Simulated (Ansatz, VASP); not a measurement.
## GaSb in VASP and in Ansatz

```xyz
2
Lattice="0.0000 3.1072 3.1072 3.1072 0.0000 3.1072 3.1072 3.1072 0.0000" Properties=species:S:1:pos:R:3 pbc="T T T"
Ga    0.0000    0.0000    0.0000
Sb    1.5536    1.5536    1.5536
```

Alike in both runs: functional PBE; k mesh 12 × 12 × 12; occupations gaussian, width 0.1 eV; no spin polarisation.

Ansatz relaxed the structure, and its values are those at the end. VASP's run is a single point on that final structure, the one shown.

|  | VASP | Ansatz |
| --- | --- | --- |
| version | VASP 6.6.1 | Ansatz 0.2.0 |
| potentials or method | VASP PAW PBE potentials, release 64 (Ga_d, Sb), cutoff 500 eV | scalar-relativistic, plane waves, PAW |
| valence electrons in the cell | 18 | 28 |

|  | VASP | Ansatz | Ansatz less VASP |
| --- | --- | --- | --- |
| gap on the k mesh at the Fermi level (eV) | none | none | - |
| pressure (GPa) | 0.1 | 0.0 | -0.06 |

A gap of «none» marks a metal or a gap that the smearing closes. The functional is the same, so the differences come from potentials, cutoffs and numerics. VASP's potentials hold 18 valence electrons a cell and Ansatz's 28, so a difference there can come from the potentials and not from the codes.

Spin-orbit coupling is off throughout.
